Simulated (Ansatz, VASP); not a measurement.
**One calculation of Ti, two programs**

Contents of INCAR:

```
SYSTEM = Ti
PREC     = Accurate       ! precision mode
ENCUT    = 520            ! plane-wave cutoff, eV
EDIFF    = 1E-8           ! SCF threshold, eV
ISMEAR   = -1             ! smearing method
SIGMA    = 0.05           ! smearing width, eV
LREAL    = .FALSE.        ! projectors in reciprocal space
LASPH    = .TRUE.         ! aspherical terms in the spheres
NELM     = 100            ! most SCF steps
ALGO     = Normal         ! electronic algorithm
ISIF     = 2              ! what is computed and relaxed
LWAVE    = .FALSE.        ! write WAVECAR
LCHARG   = .FALSE.        ! write CHGCAR
GGA      = PE             ! functional
LEFG     = .TRUE.       
NBANDS   = 12             ! bands
```

Contents of KPOINTS:

```
Automatic mesh
0
G
  15 15 15
  0 0 0
```

The input POSCAR:

```
Ti
1.0
    0.0000000000      2.0232106516      2.0232106516
    2.0232106516      0.0000000000      2.0232106516
    2.0232106516      2.0232106516      0.0000000000
Ti
1
Direct
    0.0000000000      0.0000000000      0.0000000000
```

Input for Ansatz:

```yaml
crystal:
  lattice:
    - [0.0, 2.0232106516, 2.0232106516]
    - [2.0232106516, 0.0, 2.0232106516]
    - [2.0232106516, 2.0232106516, 0.0]
  atoms:
    - { symbol: Ti, position: [0.0, 0.0, 0.0] }
kpoints:
  mp_grid: { grid: [15, 15, 15] }
scf:
  occupations: { method: fermi_dirac, width: 0.05 }
hamiltonian:
  xc: pbe
  pseudopotentials: { kind: all_electron, datasets: crystal }
output:
  forces: true
  stress: true
  eigenvalues: true
  efg: { contact_densities: true }
```

Change from the starting cell: volume scaled by 0.99, crystal datasets.

Alike in both runs: task electric field gradients; functional PBE; k mesh 15 × 15 × 15; occupations fermi-dirac, width 0.05 eV; no spin polarisation.

|  | VASP | Ansatz |
| --- | --- | --- |
| version | VASP 6.6.1 | Ansatz 0.2.0 |
| potentials or method | VASP PAW PBE potentials, release 64 (Ti_sv), cutoff 520 eV | all-electron PAW with datasets made for the crystal, scalar-relativistic |

Ansatz gave:

```
pressure (GPa) : 5.7
```

Task: Which values does VASP return?

Result: Pressure (GPa): 5.4.

Ansatz ran all-electron here, and VASP with PAW potentials.
